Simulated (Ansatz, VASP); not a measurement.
**ReW5 in VASP and in Ansatz**

```
W Re
1.0
     3.18342    0.00000    0.00000
     0.00000    3.18342    0.00000
     0.00000    0.00000   23.95850
W Re
5 1
Direct
  0.25000 0.25000 0.34047
  0.75000 0.75000 0.39907
  0.75000 0.75000 0.53215
  0.25000 0.25000 0.60093
  0.75000 0.75000 0.65953
  0.25000 0.25000 0.46785
```

Alike in both runs: task single point; functional PBE; k mesh 11 × 11 × 1; occupations fermi-dirac, width 0.08 eV; no spin polarisation.

```csv
,VASP,Ansatz
version,VASP 6.6.1,Ansatz 0.2.0
potentials or method,"VASP PAW PBE potentials, release 64 (W_sv, Re)","PAW with Ansatz's default frozen-core files, scalar-relativistic"
plane-wave cutoff (eV),520,420
valence electrons in the cell,77,85
```

|  | VASP | Ansatz | Ansatz less VASP |
| --- | --- | --- | --- |
| rms of the force components (eV/Å) | 0.196 | 0.204 | +0.0081 |

VASP's potentials hold 77 valence electrons a cell and Ansatz's 85, so a difference there can come from the potentials and not from the codes.

Spin-orbit coupling is off throughout.
